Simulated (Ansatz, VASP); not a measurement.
## Two plane-wave programs on Si16Ge

```
CELL_PARAMETERS angstrom
0.00000 5.43000 5.43000
5.43000 0.00000 5.43000
5.43000 5.43000 0.00000
ATOMIC_POSITIONS crystal
Si 0.01152 0.96518 0.01030
Si 0.15878 0.11307 0.11435
Si 0.01772 0.99764 0.48622
Si 0.12681 0.10667 0.63834
Si 0.01150 0.51200 0.01040
Si 0.10147 0.60183 0.19404
Si 0.97494 0.47533 0.57380
Si 0.12686 0.62742 0.63846
Si 0.52233 0.02292 0.93129
Si 0.61229 0.11300 0.11461
Si 0.49712 0.99771 0.48653
Si 0.64894 0.14936 0.55178
Si 0.46471 0.51206 0.01016
Si 0.61237 0.65943 0.11442
Si 0.49710 0.51813 0.48631
Si 0.60632 0.62734 0.63818
Ge 0.81203 0.31270 0.06161
```

Alike in both runs: functional PBE; k mesh 2 × 2 × 2; occupations gaussian, width 0.05 eV; no spin polarisation.

Ansatz relaxed the structure, and its values are those at the end. VASP's run is a single point on that final structure, the one shown.

|  | VASP | Ansatz |
| --- | --- | --- |
| version | VASP 6.6.1 | Ansatz 0.2.0 |
| potentials or method | VASP PAW PBE potentials, release 64 (Si, Ge_d), cutoff 520 eV | scalar-relativistic, plane waves, PAW |
| valence electrons in the cell | 78 | 78 |

Ansatz gave:

```
rms of the force components (eV/Å) : 0.006
```

Which values does VASP return?

rms of the force components (eV/Å): 0.007.

The functional is the same, so the differences come from potentials, cutoffs and numerics.

The k mesh is coarse, so the values compare programs but aren't converged.
